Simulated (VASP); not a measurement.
# CdTe6Pd (R-3) in VASP: a series of runs, part 2 of 2

VASP 6.6.1.

## 3. Relaxation of cell and atoms, PBE

This run uses another cell than the first one, of 31.38 Å³/atom.

INCAR

```
PREC = Accurate
ENCUT = 600
EDIFF = 1E-7
ISMEAR = -1
SIGMA = 0.0311
LREAL = False
LASPH = True
NELM = 80
ALGO = Normal
ISIF = 3
LWAVE = False
LCHARG = False
GGA = PE
IBRION = 2
NSW = 80
EDIFFG = -0.01
```

KPOINTS

```
Automatic mesh
0
Gamma
  4 4 4
```

POSCAR

```
CdTe6Pd
1.0
    6.7461820000      0.0000000000      0.0000000000
   -3.3730910000      5.8423660000      0.0000000000
   -3.3730910000      1.9474550000      6.3699230000
Te Cd Pd
6 1 1
Direct
    0.2500000000      0.0830000000      0.7510000000
    0.9170000000      0.4160000000      0.7510000000
    0.5840000000      0.7500000000      0.7510000000
    0.7500000000      0.9170000000      0.2490000000
    0.0830000000      0.5840000000      0.2490000000
    0.4160000000      0.2500000000      0.2490000000
    0.5000000000      0.5000000000      0.5000000000
    0.0000000000      0.0000000000      0.0000000000
```

Potentials or basis: VASP PAW PBE potentials, release 64 (Te, Cd, Pd).

Started as:

```sh
> cat potpaw_PBE.64/Te/POTCAR potpaw_PBE.64/Cd/POTCAR potpaw_PBE.64/Pd/POTCAR > POTCAR
> mpirun -np 1 vasp_std > vasp.out
```

OUTCAR:

```text
PREC = Accurate
   ENCUT = 600
   EDIFF = 1E-7
   ISMEAR = -1
   LREAL = False
   LASPH = True
   NELM = 80
   ISIF = 3
   GGA = PE
   IBRION = 2
   NSW = 80
   EDIFFG = -0.01

 ion  position               nearest neighbor table
   1  0.250  0.083  0.751-   8 2.75   7 2.76
   2  0.917  0.416  0.751-   8 2.75   7 2.76
   3  0.584  0.750  0.751-   8 2.75   7 2.76
   4  0.750  0.917  0.249-   8 2.75   7 2.76
   5  0.083  0.584  0.249-   8 2.75   7 2.76
   6  0.416  0.250  0.249-   8 2.75   7 2.76
   7  0.500  0.500  0.500-   2 2.76   5 2.76   3 2.76   6 2.76   1 2.76   4 2.76
   8  0.000  0.000  0.000-   1 2.75   4 2.75   3 2.75   6 2.75   5 2.75   2 2.75

  LATTYP: Found a trigonal (rhomboedric) cell.
 ALAT       =     7.4663411872
 COS(alpha) =     0.5918022649

  Lattice vectors:

 A1 = (  -0.0000000000,  -3.8949110000,   6.3699230000)
 A2 = (   3.3730910000,   1.9474550000,   6.3699230000)
 A3 = (  -3.3730910000,   1.9474550000,   6.3699230000)

Analysis of symmetry for initial positions (statically):
=====================================================================
 Subroutine PRICEL returns:
 Original cell was already a primitive cell.

 Routine SETGRP: Setting up the symmetry group for a
 trigonal (rhombohedral) supercell.

 Subroutine GETGRP returns: Found  6 space group operations
 (whereof  6 operations were pure point group operations)
 out of a pool of 12 trial point group operations.

The static configuration has the point symmetry S_6 .

Analysis of symmetry for dynamics (positions and initial velocities):
=====================================================================
 Subroutine PRICEL returns:
 Original cell was already a primitive cell.

 Routine SETGRP: Setting up the symmetry group for a
 trigonal (rhombohedral) supercell.

 Subroutine GETGRP returns: Found  6 space group operations
 (whereof  6 operations were pure point group operations)
 out of a pool of 12 trial point group operations.

The dynamic configuration has the point symmetry S_6 .

 Subroutine INISYM returns: Found  6 space group operations
 (whereof  6 operations are pure point group operations),
 and found     1 'primitive' translations

----------------------------------------------------------------------------------------

                                     Primitive cell

  volume of cell :     251.0620

  direct lattice vectors                    reciprocal lattice vectors
     6.746182000  0.000000000  0.000000000     0.148231993  0.085581766  0.052329261
    -3.373091000  5.842366000  0.000000000     0.000000000  0.171163532 -0.052329247
    -3.373091000  1.947455000  6.369923000     0.000000000  0.000000000  0.156987769

  length of vectors
     6.746182000  6.746182874  7.466340663     0.178984116  0.178984091  0.156987769

  position of ions in fractional coordinates (direct lattice)
     0.250000000  0.083000000  0.751000000
     0.917000000  0.416000000  0.751000000
     0.584000000  0.750000000  0.751000000
     0.750000000  0.917000000  0.249000000
     0.083000000  0.584000000  0.249000000
     0.416000000  0.250000000  0.249000000
     0.500000000  0.500000000  0.500000000
     0.000000000  0.000000000  0.000000000

  ion indices of the primitive-cell ions
   primitive index   ion index
                 1           1
                 2           2
                 3           3
                 4           4
                 5           5
                 6           6
[... 52 lines left out ...]
   NGXF,Y,Z  is equivalent  to a cutoff of  26.61, 26.61, 26.72 a.u.
 SYSTEM =  unknown system
   PREC   = accura    normal or accurate (medium, high low for compatibility)
   ISTART =      0    job   : 0-new  1-cont  2-samecut
   ICHARG =      2    charge: 1-file 2-atom 10-const
   ISPIN  =      1    spin polarized calculation?
   LNONCOLLINEAR =      F non collinear calculations
   LSORBIT =      F    spin-orbit coupling
   LASPH  =      T    aspherical Exc in radial PAW
   ENCUT  =  600.0 eV  44.10 Ry    6.64 a.u.  13.47 13.47 14.91*2*pi/ulx,y,z
   NELM   =     80;   NELMIN=  2; NELMDL= -5     # of ELM steps
   EDIFF  = 0.1E-06   stopping-criterion for ELM
   LREAL  =      F    real-space projection
   EDIFFG = -.1E-01   stopping-criterion for IOM
   NSW    =     80    number of steps for IOM
   IBRION =      2    ionic relax: 0-MD 1-quasi-New 2-CG
   NFREE  =      1    steps in history (QN), initial steepest desc. (CG)
   ISIF   =      3    stress and relaxation
   ISYM   =      2    0-nonsym 1-usesym 2-fastsym
   POTIM  = 0.5000    time-step for ionic-motion
   TEBEG  =    0.0;   TEEND  =   0.0 temperature during run
   PSTRESS=    0.0 pullay stress
   NELECT =      58.0000    total number of electrons
   NUPDOWN=      -1.0000    fix difference up-down
   EMIN   =  10.00;   EMAX   =-10.00  energy-range for DOS
   EFERMI =   0.00;   METHOD = LEGACY
   ISMEAR =    -1;   SIGMA  =   0.03  broadening in eV -4-tet -1-fermi 0-gaus
   EFERMI_NEDOS =   21; number of points for ismear=-14 and -15
   IALGO  =     38    algorithm
   IMIX   =      4    mixing-type and parameters
     AMIX     =   0.40;   BMIX     =  1.00
     AMIX_MAG =   1.60;   BMIX_MAG =  1.00
  volume/ion in A,a.u.               =      31.38       211.78
  Fermi-wavevector in a.u.,A,eV,Ry     =   1.004517  1.898261 13.729011  1.009054
  Thomas-Fermi vector in A             =   2.137138
   LORBIT       =      0    0 simple, 1 ext, 2 COOP (PROOUT), +10 PAW based schemes
   GGA     = PE    functional components
   LHFCALC =     F    Hartree Fock is set to
   AEXX    =    0.0000 exact exchange contribution
   IVDW    =     0    specifies the selected vdW correction
   LEPSILON=     F    determine dielectric tensor
   LRPA    =     F    only Hartree local field effects (RPA)
 conjugate gradient relaxation of ions
 non-spin polarized calculation
  energy-cutoff  :      600.00
  volume of cell :      251.06
 maximum number of plane-waves:      8444
 NGX is ok and might be reduce to    54
   NGX = 27   NGY = 27   NGZ = 29

--------------------------------------- Ionic step        1  -------------------------------------------

 number of electron      58.0000002 magnetization

 Free energy of the ion-electron system (eV)
  ---------------------------------------------------
  ext. energy  EPLUGINS =         0.00000000
  ---------------------------------------------------
  free energy    TOTEN  =       -22.88895886 eV

  energy without entropy =      -22.86558426  energy(sigma->0) =      -22.87727156

------------------------ aborting loop because EDIFF is reached ----------------------------------------

  FORCE on cell =-STRESS in cart. coord.  units (eV):
  Direction    XX          YY          ZZ          XY          YZ          ZX
  --------------------------------------------------------------------------------------
  -------------------------------------------------------------------------------------
  Total        1.2315743      1.2315747     -3.3928731      0.0000007      0.0000002     -0.0000000
  in kB        7.8594145      7.8594172    -21.6519591      0.0000042      0.0000011     -0.0000000
  external PRESSURE =      -1.9777091 kB  Pullay stress =       0.0000000 kB
[... 107 lines left out ...]
  FREE ENERGIE OF THE ION-ELECTRON SYSTEM (eV)
  ---------------------------------------------------
  free  energy   TOTEN  =       -24.3075678388 eV

  energy  without entropy=      -24.2905722244  energy(sigma->0) =      -24.29907003

 E-fermi :   7.1921     XC(G=0): -10.1027

 val. band max:        7.1267887700   @ k =   0.2500  -0.0000  -0.0000
 cond. band min:       7.2487378224   @ k =   0.2500   0.5000   0.2500
 fundamental gap:      0.1219490524
 Fermi energy:         7.1920680579

 k-point     1 :       0.0000    0.0000    0.0000
  band No.  band energies     occupation
      1      -6.3866      2.00000
      2      -4.3439      2.00000
      3      -4.3439      2.00000
      4      -3.5495      2.00000
      5      -3.5495      2.00000
      6      -2.9760      2.00000
[... 507 lines left out ...]
     33       8.2554      0.00000
     34       8.2554      0.00000

[... ionic steps 4 to 20 ...]

--------------------------------------- Ionic step       21  -------------------------------------------

 number of electron      57.9999998 magnetization

------------------------ aborting loop because EDIFF is reached ----------------------------------------
[... 79 lines left out ...]
--------------------------------------- Ionic step       23  -------------------------------------------

 number of electron      57.9999998 magnetization

 Free energy of the ion-electron system (eV)
  ---------------------------------------------------
  ext. energy  EPLUGINS =         0.00000000
  ---------------------------------------------------
  free energy    TOTEN  =       -25.41649674 eV

  energy without entropy =      -25.40865031  energy(sigma->0) =      -25.41257352

 E-fermi :   5.7678     XC(G=0):  -9.5316

 val. band max:        5.7422624570   @ k =   0.5000  -0.0000  -0.0000
 cond. band min:       5.8083481747   @ k =   0.0000   0.0000   0.5000
 fundamental gap:      0.0660857177
 Fermi energy:         5.7677987277

 k-point     1 :       0.0000    0.0000    0.0000
  band No.  band energies     occupation
      1      -7.2177      2.00000
      2      -5.7029      2.00000
      3      -5.7029      2.00000
      4      -4.5944      2.00000
      5      -4.5944      2.00000
      6      -3.9176      2.00000
[... 542 lines left out ...]
  FREE ENERGIE OF THE ION-ELECTRON SYSTEM (eV)
  ---------------------------------------------------
  free  energy   TOTEN  =       -25.4164967382 eV

  energy  without entropy=      -25.4086503056  energy(sigma->0) =      -25.41257352

 reached required accuracy - stopping structural energy minimisation
```

It took 39 min on 1 thread of Intel Xeon Platinum 8488C (Sapphire Rapids), shared host; peak memory 0.57 GiB.

What came out:

```
Free energy                           : -25.4165 eV
Relaxed volume                        : 30.06 Å³/atom
Relaxed cell                          : a = 7.382 Å, b = 7.382 Å, c = 6.643 Å, α = 56.24°, β = 123.76°, γ = 120.00°
Space group after relaxing (to 0.1 Å) : R-3 (No. 148)
Energy gained by relaxing             : 315.9 meV/atom
Ionic steps                           : 23
Pressure after relaxing               : 0.0 GPa
Largest force after relaxing          : 0.009 eV/Å
Band gap on the k mesh                : zero (bands 29 and 30 overlap by 0.07 eV)
```

Forces in eV/Å, atoms in the order of the input:
```
Te  -0.002  0.008 -0.004
Te  -0.006 -0.006 -0.004
Te   0.008 -0.002 -0.004
Te   0.002 -0.008  0.004
Te   0.006  0.006  0.004
Te  -0.008  0.002  0.004
Cd   0.000  0.000  0.000
Pd   0.000  0.000  0.000
```

Step by step:
```
step  energy change (eV)  largest force (eV/Å)  pressure (GPa)  volume (Å³)
   1              0.0000                1.4292           -0.20       251.06
   2             -0.6007                1.0464           -0.70       249.59
   3             -1.4186                1.0531            0.07       244.41
   4             -1.9119                0.5967           -1.69       243.36
   5             -2.0216                0.4773           -2.35       242.34
   6             -2.1303                0.4391            3.43       215.35
   7             -2.2092                0.5025            0.82       225.26
   8             -2.3028                0.3248            0.43       224.81
   9             -2.3039                0.3333            0.42       224.75
  10             -2.3601                0.2974           -0.20       228.68
  11             -2.4230                0.3189           -1.11       236.93
  12             -2.4031                0.1976           -2.19       253.98
  13             -2.4446                0.3194           -1.50       242.21
  14             -2.4716                0.2611           -1.15       241.80
  15             -2.5073                0.0744           -0.14       240.71
  16             -2.5075                0.0690           -0.03       240.60
  17             -2.5104                0.0673           -0.02       240.54
  18             -2.5174                0.0645            0.02       240.35
  19             -2.5248                0.0706            0.12       239.93
  20             -2.5254                0.0758            0.16       239.77
  21             -2.5270                0.0415           -0.08       240.77
  22             -2.5270                0.0390           -0.12       240.90
  23             -2.5275                0.0092            0.00       240.47
```

Final structure:
```
CELL_PARAMETERS angstrom
7.38230 0.00000 0.00000
-3.69115 6.39326 0.00000
-3.69115 2.13109 5.09505
ATOMIC_POSITIONS crystal
Te 0.19295 0.02228 0.73858
Te 0.97772 0.43208 0.73858
Te 0.56792 0.80705 0.73858
Te 0.80705 0.97772 0.26142
Te 0.02228 0.56792 0.26142
Te 0.43208 0.19295 0.26142
Cd 0.50000 0.50000 0.50000
Pd 0.00000 0.00000 0.00000
```

Caveat: spin-orbit coupling is left out, which moves the levels of the heavy elements.
